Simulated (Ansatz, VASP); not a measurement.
**TiCo3 in VASP and in Ansatz**

The input POSCAR:

```
TiCo3
1.0
    3.6140000000      0.0000000000      0.0000000000
    0.0000000000      3.6140000000      0.0000000000
    0.0000000000      0.0000000000      3.6140000000
Ti Co
1 3
Direct
    0.0000000000      0.0000000000      0.0000000000
    0.0000000000      0.5000000000      0.5000000000
    0.5000000000      0.0000000000      0.5000000000
    0.5000000000      0.5000000000      0.0000000000
```

Contents of INCAR.step1:

```
ALGO = Normal
EDIFF = 1E-4
ENCUT = 520
GGA = PE
ISMEAR = 0
ISPIN = 2
LASPH = True
LCHARG = False
LMAXMIX = 4
LREAL = False
LWAVE = True
MAGMOM = -0.74 1.48 1.48 1.48
NBANDS = 32
NELM = 150
PREC = Accurate
SIGMA = 0.1
```

File INCAR.step2:

```
ALGO = Normal
EDIFF = 1E-6
ENCUT = 520
ISIF = 2
ISMEAR = 0
ISPIN = 2
ISTART = 1
LASPH = True
LCHARG = True
LELF = True
LMAXMIX = 4
LMIXTAU = True
LORBIT = 11
LREAL = False
LVHAR = True
LWAVE = False
MAGMOM = -0.74 1.48 1.48 1.48
METAGGA = R2SCAN
NBANDS = 32
NELM = 150
PREC = Accurate
SIGMA = 0.1
```

Contents of KPOINTS:

```
k-points
0
Gamma
  2 2 2
```

Input for Ansatz:

```yaml
crystal:
  lattice:
    - [3.614, 0.0, 0.0]
    - [0.0, 3.614, 0.0]
    - [0.0, 0.0, 3.614]
  atoms:
    - { symbol: Ti, position: [0.0, 0.0, 0.0], spin: -0.74 }
    - { symbol: Co, position: [0.0, 0.5, 0.5], spin: 1.48 }
    - { symbol: Co, position: [0.5, 0.0, 0.5], spin: 1.48 }
    - { symbol: Co, position: [0.5, 0.5, 0.0], spin: 1.48 }
basis:
  ecutwfc: 500
kpoints:
  mp_grid: { grid: [2, 2, 2] }
hamiltonian:
  xc: r2scan
scf:
  occupations: { method: gaussian, width: 0.1 }
output:
  forces: true
  stress: true
  eigenvalues: true
  populations: true
magnetization:
  spin_polarized: true
```

Alike in both runs: task single point; functional r2SCAN; k mesh 2 × 2 × 2; occupations gaussian, width 0.1 eV; collinear spin.

|  | VASP | Ansatz |
| --- | --- | --- |
| version | VASP 6.6.1 | Ansatz 0.2.0 |
| potentials or method | VASP PAW PBE potentials, release 64 (Ti_sv, Co), cutoff 520 eV | scalar-relativistic, plane waves, PAW |
| valence electrons in the cell | 39 | 63 |

VASP gave:

* gap on the k mesh at the Fermi level (eV): none
* pressure (GPa): -13.8
* traceless stress, the component that is largest in VASP (GPa): 0.00
* net moment per atom (μB): 0.00
* size of the moment on the site where the two differ most (μB): 0.00

Which values does Ansatz return?

gap on the k mesh at the Fermi level (eV): none; pressure (GPa): -3.4; traceless stress, the component that is largest in VASP (GPa): 1.99; net moment per atom (μB): 0.62; size of the moment on the site where the two differ most (μB): 1.33.

The net moments are unlike, so the other rows may belong to different states. VASP's potentials were made for PBE, not for r2SCAN. Site moments also hang on the region over which each program counts them. A gap of «none» marks a metal or a gap that the smearing closes. VASP's potentials hold 39 valence electrons a cell and Ansatz's 63, so a difference there can come from the potentials and not from the codes. Ansatz's warnings: stability check not made.

The k mesh is coarse, so the values compare programs but aren't converged.
